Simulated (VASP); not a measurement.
A run of VASP 6.6.1 is set up as follows.

Contents of INCAR:

```
  PREC = Accurate
  ENCUT = 500
  EDIFF = 1E-6
  ISMEAR = -1
  SIGMA = 0.1
  LREAL = False
  LASPH = True
  NELM = 120
  ALGO = Normal
  ISIF = 2
  LWAVE = False
  LCHARG = True
  GGA = PS
  LELF = True
  LVHAR = True
  NBANDS = 10
  GGA_COMPAT = False
```

KPOINTS

```
Automatic mesh
0
Gamma
  16 16 16
```

POSCAR

```
Na
1.0
    0.0000000000      2.0951240682      2.0951240682
    2.0951240682      0.0000000000      2.0951240682
    2.0951240682      2.0951240682      0.0000000000
Na
1
Direct
    0.0000000000      0.0000000000      0.0000000000
```

Potentials or basis: VASP PAW PBE potentials, release 64 (Na_pv).

The run is started by

```bash
$ cat potpaw_PBE.64/Na_pv/POTCAR > POTCAR
$ mpirun -np 1 vasp_std > vasp.out
```

Problem. What does it give for the band gap on the k mesh?

Solution. Zero (an odd number of electrons rules out a gap without spin polarisation).

Problem. Predict the pressure.

Solution. 18.9 GPa.

Caveat: the cell stands under pressure; the PAW data sets were made with another functional, which shifts forces and pressure a little.
